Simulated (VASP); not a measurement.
Set up this calculation in VASP 6.6.1, as the native input.

```
Task                   : single point
Functional             : PBEsol
Potentials or basis    : VASP PAW PBE potentials, release 64 (Zn, O)
Cutoff                 : 520 eV
k mesh                 : 9 × 9 × 6
Occupations            : gaussian, width 0.05 eV
Spin                   : no spin polarisation
Dipole correction      : no
Further INCAR settings : ALGO = Normal; EDIFF = 1e-06; NBANDS = 26
```

The structure of ZnO lies in POSCAR:

```
ZnO
1.0
    3.2309318303      0.0000000000      0.0000000000
   -1.6154659151      2.7980690429      0.0000000000
    0.0000000000      0.0000000000      5.2153681419
Zn O
2 2
Direct
    0.3333333333      0.6666666667      0.0015754469
    0.6666666667      0.3333333333      0.5015754469
    0.3333333333      0.6666666667      0.4257754335
    0.6666666667      0.3333333333      0.9257754335
```

This cell differs from its parent crystal: c/a of the conventional cell at fixed volume 1.6142.

The input as run:

INCAR

```
PREC = Accurate
ENCUT = 520
EDIFF = 1E-6
ISMEAR = 0
SIGMA = 0.05
LREAL = F
LASPH = T
NELM = 60
ALGO = Normal
ISIF = 2
LWAVE = F
LCHARG = F
GGA = PS
NBANDS = 26
```

KPOINTS

```
regular mesh
0
Gamma
  9 9 6
```

Potentials or basis: VASP PAW PBE potentials, release 64 (Zn, O).

Launch:

```sh
$ cat potpaw_PBE.64/Zn/POTCAR potpaw_PBE.64/O/POTCAR > POTCAR
$ mpirun -np 1 vasp_std > vasp.out
```

It gave:

```json
{
 "Pressure": "3.7 GPa",
 "Largest force": "0.680 eV/Å",
 "Band gap on the k mesh": "0.75 eV, direct"
}
```

Caveat: the PAW data sets were made with another functional, which shifts forces and pressure a little.

Wall time 18 s on 1 thread of Intel(R) Xeon(R) 6975P-C (Granite Rapids), with other jobs on the host, peak memory 0.18 GiB.
